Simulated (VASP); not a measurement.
Here is a VASP 6.6.1 calculation.

Contents of INCAR:

```
SYSTEM = Al
PREC     = Accurate       ! precision mode
ENCUT    = 520            ! plane-wave cutoff, eV
EDIFF    = 1E-6           ! SCF threshold, eV
ISMEAR   = -1             ! smearing method
SIGMA    = 0.1            ! smearing width, eV
LREAL    = .False.        ! projectors in reciprocal space
LASPH    = .True.         ! aspherical terms in the spheres
NELM     = 60             ! most SCF steps
ALGO     = Normal         ! electronic algorithm
ISIF     = 2              ! what is computed and relaxed
LWAVE    = .False.        ! write WAVECAR
LCHARG   = .True.         ! write CHGCAR
GGA      = PS             ! functional
LELF     = .True.         ! ELF
LVHAR    = .True.       
NBANDS   = 8              ! bands
```

KPOINTS

```
Automatic mesh
0
Gamma
  13 13 13
  0 0 0
```

Contents of POSCAR:

```
Al
1.0
    0.0000000000      2.0073604266      2.0073604266
    2.0073604266      0.0000000000      2.0073604266
    2.0073604266      2.0073604266      0.0000000000
Al
1
Direct
    0.0000000000      0.0000000000      0.0000000000
```

Potentials or basis: VASP PAW PBE potentials, release 64 (Al).

Run with:

```console
$ cat potpaw_PBE.64/Al/POTCAR > POTCAR
$ mpirun -np 1 vasp_std > vasp.out
```

(1) Estimate the pressure.

Results:

(1) 0.0 GPa.

Caveat: the PAW data sets were made with another functional, which shifts forces and pressure a little.
